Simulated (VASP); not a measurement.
Runs of VASP 6.6.1 on LiNbO3. The structure is that of space group Pm-3m (No. 221), or close to it. The cells are those of the table. 

```tsv
level	cell	gap on the mesh (eV)
r2SCAN	a = 3.853 Å, 5 atoms	2.26
r2SCAN	a = 4.010 Å, 5 atoms	1.96
PBE	a = 3.995 Å, 5 atoms	1.61
PBE	a = 3.875 Å, 5 atoms	1.81
r2SCAN	a = 3.933 Å, 5 atoms	(b)
PBE	a = 4.034 Å, 5 atoms	(a)
PBE	a = 3.933 Å, 5 atoms	1.72
r2SCAN	a = 3.893 Å, 5 atoms	2.18
r2SCAN	a = 3.972 Å, 5 atoms	2.03
PBE	a = 3.916 Å, 5 atoms	1.74
PBE	a = 3.956 Å, 5 atoms	1.68
```

Alike in all rows: task single point; potentials or basis VASP PAW PBE potentials, release 64 (Li_sv, Nb_sv, O); no spin polarisation; k mesh 6 × 6 × 6; cutoff (eV) 520; smearing gaussian 0.01 eV.

Estimate the missing entries.

(a) 1.55; (b) 2.11.

A k mesh can miss the band edges, and the runs leave out spin-orbit coupling on Nb.
